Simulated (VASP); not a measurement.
# TeAs2 (I4_1/amd) in VASP: single point with r2SCAN

Aim: the single point of TeAs2 with r2SCAN.

All numbers are computed with VASP 6.6.1; they aren't measurements. Logs are shortened: lines on timing, memory, paths and dates and some standing lists are left out, and cuts for length are marked.

### 1 The cell of the first run

The structure is tetragonal, space group I4_1/amd (No. 141). The conventional cell has a = 7.132 Å, b = 7.132 Å, c = 5.740 Å, α = 90.00°, β = 90.00°, γ = 90.00°. Within 4.1 Å of Te (site symmetry -4m2) lie 16 As at 2.79 to 4.05 Å and 4 Te at 3.84 Å. Within 3.7 Å of As (site symmetry 2/m) lie 2 Te at 2.79 Å and 6 As at 2.90 to 3.57 Å.

### 2 Single point, r2SCAN

POSCAR reads:

```
TeAs2
1.0
   -3.5659804307      3.5659804307      2.8698800079
    3.5659804307     -3.5659804307      2.8698800079
    3.5659804307      3.5659804307     -2.8698800079
Te As
2 4
Direct
    0.7500000000      0.2500000000      0.5000000000
    0.0000000000      0.0000000000      0.0000000000
    0.3750000000      0.6250000000      0.2500000000
    0.3750000000      0.1250000000      0.7500000000
    0.3750000000      0.6250000000      0.7500000000
    0.8750000000      0.6250000000      0.2500000000
```

INCAR.step1 reads:

```
ALGO = Normal
EDIFF = 1E-4
ENCUT = 520
GGA = PE
ISMEAR = 0
LASPH = True
LCHARG = False
LREAL = False
LWAVE = True
NBANDS = 25
NELM = 80
PREC = Accurate
SIGMA = 0.1
```

INCAR.step2 reads:

```
ALGO = Normal
EDIFF = 1E-6
ENCUT = 520
ISIF = 2
ISMEAR = 0
ISTART = 1
LASPH = True
LCHARG = False
LMIXTAU = True
LREAL = False
LWAVE = False
METAGGA = R2SCAN
NBANDS = 25
NELM = 80
PREC = Accurate
SIGMA = 0.1
```

KPOINTS reads:

```
k-points
0
Gamma
  8 8 8
```

Potentials or basis: VASP PAW PBE potentials, release 64 (Te, As).

Launch:

```
> cat potpaw_PBE.64/Te/POTCAR potpaw_PBE.64/As/POTCAR > POTCAR
> cp INCAR.step1 INCAR
> mpirun -np 1 vasp_std > vasp.out
> cp INCAR.step2 INCAR
> mpirun -np 1 vasp_std > vasp.out
```

OUTCAR:

```text
EDIFF = 1E-6
   ENCUT = 520
   ISIF = 2
   ISMEAR = 0
   ISTART = 1
   LASPH = True
   LREAL = False
   METAGGA = R2SCAN
   NELM = 80
   PREC = Accurate

 ion  position               nearest neighbor table
   1  0.750  0.250  0.500-   4 2.79   6 2.79   5 2.79   3 2.79
   2  0.000  0.000  0.000-   4 2.79   6 2.79   3 2.79   5 2.79
   3  0.375  0.625  0.250-   1 2.79   2 2.79   6 2.90   5 2.90   5 2.90   6 2.90
   4  0.375  0.125  0.750-   1 2.79   2 2.79   5 2.90   6 2.90   5 2.90   6 2.90
   5  0.375  0.625  0.750-   2 2.79   1 2.79   4 2.90   3 2.90   4 2.90   3 2.90
   6  0.875  0.625  0.250-   1 2.79   2 2.79   3 2.90   4 2.90   3 2.90   4 2.90

  LATTYP: Found a body centered tetragonal cell.
 ALAT       =     7.1319608614
 C/A-ratio  =     0.8047940990

  Lattice vectors:

 A1 = (  -3.5659804307,   3.5659804307,   2.8698800079)
 A2 = (   3.5659804307,  -3.5659804307,   2.8698800079)
 A3 = (   3.5659804307,   3.5659804307,  -2.8698800079)

Analysis of symmetry for initial positions (statically):
=====================================================================
 Subroutine PRICEL returns:
 Original cell was already a primitive cell.

 Routine SETGRP: Setting up the symmetry group for a
 body centered tetragonal supercell.

 Subroutine GETGRP returns: Found 16 space group operations
 (whereof  8 operations were pure point group operations)
 out of a pool of 16 trial point group operations.

The static configuration has the point symmetry D_2d.
 The point group associated with its full space group is D_4h.

Analysis of symmetry for dynamics (positions and initial velocities):
=====================================================================
 Subroutine PRICEL returns:
 Original cell was already a primitive cell.

 Routine SETGRP: Setting up the symmetry group for a
 body centered tetragonal supercell.

 Subroutine GETGRP returns: Found 16 space group operations
 (whereof  8 operations were pure point group operations)
 out of a pool of 16 trial point group operations.

The dynamic configuration has the point symmetry D_2d.
 The point group associated with its full space group is D_4h.

 Subroutine INISYM returns: Found 16 space group operations
 (whereof  8 operations are pure point group operations),
 and found     1 'primitive' translations

----------------------------------------------------------------------------------------

                                     Primitive cell
[... 102 lines left out ...]
   NSW    =      0    number of steps for IOM
   IBRION =     -1    ionic relax: 0-MD 1-quasi-New 2-CG
   NFREE  =      0    steps in history (QN), initial steepest desc. (CG)
   ISIF   =      2    stress and relaxation
   ISYM   =      2    0-nonsym 1-usesym 2-fastsym
   POTIM  = 0.5000    time-step for ionic-motion
   TEBEG  =    0.0;   TEEND  =   0.0 temperature during run
   PSTRESS=    0.0 pullay stress
   NELECT =      32.0000    total number of electrons
   NUPDOWN=      -1.0000    fix difference up-down
   EMIN   =  10.00;   EMAX   =-10.00  energy-range for DOS
   EFERMI =   0.00;   METHOD = LEGACY
   ISMEAR =     0;   SIGMA  =   0.10  broadening in eV -4-tet -1-fermi 0-gaus
   EFERMI_NEDOS =   21; number of points for ismear=-14 and -15
   IALGO  =     38    algorithm
   IMIX   =      4    mixing-type and parameters
     AMIX     =   0.40;   BMIX     =  1.00
     AMIX_MAG =   1.60;   BMIX_MAG =  1.00
  volume/ion in A,a.u.               =      24.33       164.18
  Fermi-wavevector in a.u.,A,eV,Ry     =   0.987107  1.865362 13.257251  0.974380
  Thomas-Fermi vector in A             =   2.118537
   LORBIT       =      0    0 simple, 1 ext, 2 COOP (PROOUT), +10 PAW based schemes
   METAGGA = R2SCAN    functional components
   LHFCALC =     F    Hartree Fock is set to
   AEXX    =    0.0000 exact exchange contribution
   IVDW    =     0    specifies the selected vdW correction
   LEPSILON=     F    determine dielectric tensor
   LRPA    =     F    only Hartree local field effects (RPA)
 non-spin polarized calculation
 Gauss-broadening in eV      SIGMA  =   0.10
  energy-cutoff  :      520.00
  volume of cell :      145.98
 maximum number of plane-waves:      3953
 NGX is ok and might be reduce to    48
   NGX = 21   NGY = 21   NGZ = 21

 number of electron      32.0000001 magnetization

 Free energy of the ion-electron system (eV)
  ---------------------------------------------------
  ext. energy  EPLUGINS =         0.00000000
  ---------------------------------------------------
  free energy    TOTEN  =      -108.08698225 eV

  energy without entropy =     -108.06997897  energy(sigma->0) =     -108.07848061

 E-fermi :   5.7357     XC(G=0): -10.3681

 val. band max:        5.7206092942   @ k =  -0.3750   0.5000   0.3750
 cond. band min:       5.7401870878   @ k =  -0.2500  -0.2500   0.1250
 fundamental gap:      0.0195777936
 Fermi energy:         5.7357472708

 k-point     1 :       0.0000    0.0000    0.0000
  band No.  band energies     occupation
      1      -9.0732      2.00000
      2      -5.6954      2.00000
      3      -4.9914      2.00000
      4      -4.9914      2.00000
      5      -3.8717      2.00000
      6      -3.5325      2.00000
[... 661 lines left out ...]
     24      10.6616      0.00000
     25      11.6876      0.00000

 [... further k-points ...]

------------------------ aborting loop because EDIFF is reached ----------------------------------------

  FORCE on cell =-STRESS in cart. coord.  units (eV):
  Direction    XX          YY          ZZ          XY          YZ          ZX
  --------------------------------------------------------------------------------------
  -------------------------------------------------------------------------------------
  Total       -0.0478524     -0.0478524     -0.0399723      0.0000000      0.0000000      0.0000000
  in kB       -0.5252101     -0.5252101     -0.4387206      0.0000000      0.0000000      0.0000000
  external PRESSURE =      -0.4963802 kB  Pullay stress =       0.0000000 kB

 VOLUME and BASIS-vectors are now :
 -----------------------------------------------------------------------------
  energy-cutoff  :      520.00
  volume of cell :      145.98
      direct lattice vectors                 reciprocal lattice vectors
    -3.565980431  3.565980431  2.869880008     0.000000000  0.140213893  0.174223312
     3.565980431 -3.565980431  2.869880008     0.140213893  0.000000000  0.174223312
     3.565980431  3.565980431 -2.869880008     0.140213893  0.140213893  0.000000000

 POSITION                                       TOTAL-FORCE (eV/Angst)
 -----------------------------------------------------------------------------------
      0.00000      3.56598      1.43494         0.000000     -0.000000      0.000000
      0.00000      0.00000      0.00000        -0.000000      0.000000      0.000000
      1.78299     -0.00000      2.15241        -0.000000     -0.000000     -0.000000
      1.78299      3.56598     -0.71747        -0.000000     -0.000000     -0.000000
      3.56598      1.78299      0.71747        -0.000000     -0.000000     -0.000000
      0.00000      1.78299      3.58735        -0.000000     -0.000000     -0.000000
 -----------------------------------------------------------------------------------
    total drift:                                0.000000     -0.000000      0.000000

  FREE ENERGIE OF THE ION-ELECTRON SYSTEM (eV)
  ---------------------------------------------------
  free  energy   TOTEN  =      -108.0869822503 eV

  energy  without entropy=     -108.0699789731  energy(sigma->0) =     -108.07848061
```

OUTCAR.step1:

```text
EDIFF = 1E-4
   ENCUT = 520
   GGA = PE
   ISMEAR = 0
[... 912 lines left out ...]
      1.78299     -0.00000      2.15241        -0.000000     -0.000000      0.000000
      1.78299      3.56598     -0.71747        -0.000000     -0.000000      0.000000
      3.56598      1.78299      0.71747        -0.000000     -0.000000      0.000000
      0.00000      1.78299      3.58735        -0.000000     -0.000000      0.000000
 -----------------------------------------------------------------------------------
    total drift:                                0.000000     -0.000000      0.000000

  FREE ENERGIE OF THE ION-ELECTRON SYSTEM (eV)
  ---------------------------------------------------
  free  energy   TOTEN  =       -23.7474657804 eV

  energy  without entropy=      -23.7302400596  energy(sigma->0) =      -23.73885292
```

Wall time 24 min (1 thread of Intel Xeon Platinum 8259CL at 2.50GHz (Skylake/Cascade Lake), shared host); peak memory 0.46 GiB.

Results:

```
Free energy            : -108.0870 eV
Pressure               : 0.0 GPa
Band gap on the k mesh : zero (bands 16 and 17 overlap by 0.57 eV)
```

Caveat: the PAW data sets were made with another functional, which shifts forces and pressure a little; spin-orbit coupling is left out, which moves the levels of the heavy elements.
